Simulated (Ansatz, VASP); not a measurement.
# GaN in VASP and in Ansatz

```
CELL_PARAMETERS angstrom
3.15180 0.00000 0.00000
-1.57590 2.72954 0.00000
0.00000 0.00000 5.13848
ATOMIC_POSITIONS crystal
Ga 0.66667 0.33333 0.49930
Ga 0.33333 0.66667 0.99930
N 0.66667 0.33333 0.87570
N 0.33333 0.66667 0.37570
```

Alike in both runs: task single point; functional LDA; k mesh 12 × 12 × 6; occupations gaussian, width 0.02 eV; no spin polarisation.

|  | VASP | Ansatz |
| --- | --- | --- |
| version | VASP 6.6.1 | Ansatz 0.2.0 |
| potentials or method | VASP PAW LDA potentials, release 64 (Ga_d, N), cutoff 520 eV | scalar-relativistic, plane waves, PAW |
| valence electrons in the cell | 36 | 36 |

```csv
,VASP,Ansatz,Ansatz less VASP
gap on the k mesh at the Fermi level (eV),2.15,2.13,-0.017
least direct gap on the mesh (eV),2.15,2.13,-0.017
pressure (GPa),1.1,0.0,-1.09
```

LDA's correlation is that of Perdew and Zunger in VASP and of Perdew and Wang (1992) in Ansatz.
